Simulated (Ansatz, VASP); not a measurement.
# Two plane-wave programs on MgS

Contents of INCAR:

```
PREC = Accurate ; ENCUT = 520
EDIFF = 1E-6 ; ISMEAR = 0
SIGMA = 0.05 ; LREAL = False
LASPH = True ; NELM = 60
ALGO = Normal ; ISIF = 2
LWAVE = False ; LCHARG = False
NBANDS = 11
```

The input KPOINTS:

```
regular mesh
0
Gamma
  8 8 8
```

File POSCAR:

```
MgS
1.0
    0.0000000000      2.5529991450      2.6016500000
    2.6503008550      0.0000000000      2.6016500000
    2.6503008550      2.5529991450      0.0000000000
Mg S
1 1
Direct
    0.0000000000      0.0000000000      0.0000000000
    0.5000000000      0.5000000000      0.5000000000
```

Input for Ansatz:

```yaml
crystal:
  lattice:
    - [0.0, 2.552999145, 2.60165]
    - [2.650300855, 0.0, 2.60165]
    - [2.650300855, 2.552999145, 0.0]
  atoms:
    - { symbol: Mg, position: [0.0, 0.0, 0.0] }
    - { symbol: S, position: [0.5, 0.5, 0.5] }
basis:
  ecutwfc: 420
kpoints:
  mp_grid: { grid: [8, 8, 8] }
hamiltonian:
  xc: lda
scf:
  occupations: { method: gaussian, width: 0.05 }
output:
  forces: true
  stress: true
  eigenvalues: true
```

Change from the starting cell: strain +0.0187 x Voigt [1, -1, 0, 0, 0, 0], atoms carried along.

Alike in both runs: task single point; functional LDA; k mesh 8 × 8 × 8; occupations gaussian, width 0.05 eV; no spin polarisation.

|  | VASP | Ansatz |
| --- | --- | --- |
| version | VASP 6.6.1 | Ansatz 0.2.0 |
| potentials or method | VASP PAW LDA potentials, release 64 (Mg, S), cutoff 520 eV | scalar-relativistic, plane waves, PAW |
| valence electrons in the cell | 8 | 16 |

|  | VASP | Ansatz | Ansatz less VASP |
| --- | --- | --- | --- |
| gap on the k mesh at the Fermi level (eV) | 2.40 | 2.40 | +0.002 |
| least direct gap on the mesh (eV) | 3.42 | 3.41 | -0.011 |
| pressure (GPa) | -3.7 | -3.1 | +0.57 |
| traceless stress, the component that is largest in VASP (GPa) | 1.84 | 1.85 | +0.001 |

LDA's correlation is that of Perdew and Zunger in VASP and of Perdew and Wang (1992) in Ansatz. VASP's potentials hold 8 valence electrons a cell and Ansatz's 16, so a difference there can come from the potentials and not from the codes.
